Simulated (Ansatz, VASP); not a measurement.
# One calculation of MgO, two programs

```
Mg O
1.0
     0.00000    2.09700    2.09700
     2.09700    0.00000    2.09700
     2.09700    2.09700    0.00000
Mg O
1 1
Direct
  0.00000 0.00000 0.00000
  0.50000 0.50000 0.50000
```

Alike in both runs: functional PBEsol; dispersion D3(BJ); k mesh 11 × 11 × 11; occupations gaussian, width 0.05 eV; non-collinear spin.

```csv
,VASP,Ansatz
version,VASP 6.6.1,Ansatz 0.2.0
potentials or method,"VASP PAW PBE potentials, release 64 (Mg, O)",SSSP efficiency PAW
plane-wave cutoff (eV),520,680
valence electrons in the cell,8,8
task,single point,electron localisation function
```

```csv
,VASP,Ansatz,Ansatz less VASP
gap on the k mesh at the Fermi level (eV),4.76,4.75,-0.008
least direct gap on the mesh (eV),4.76,4.75,-0.008
pressure (GPa),-2.7,-2.4,+0.29
net moment per atom (μB),0.00,0.00,0.000
```

VASP's potentials were made for PBE, not for PBEsol.

Noted on Ansatz's run: odd divisions of the mesh miss points on the zone boundary, where band edges often lie, so the gap on the mesh can be too wide.
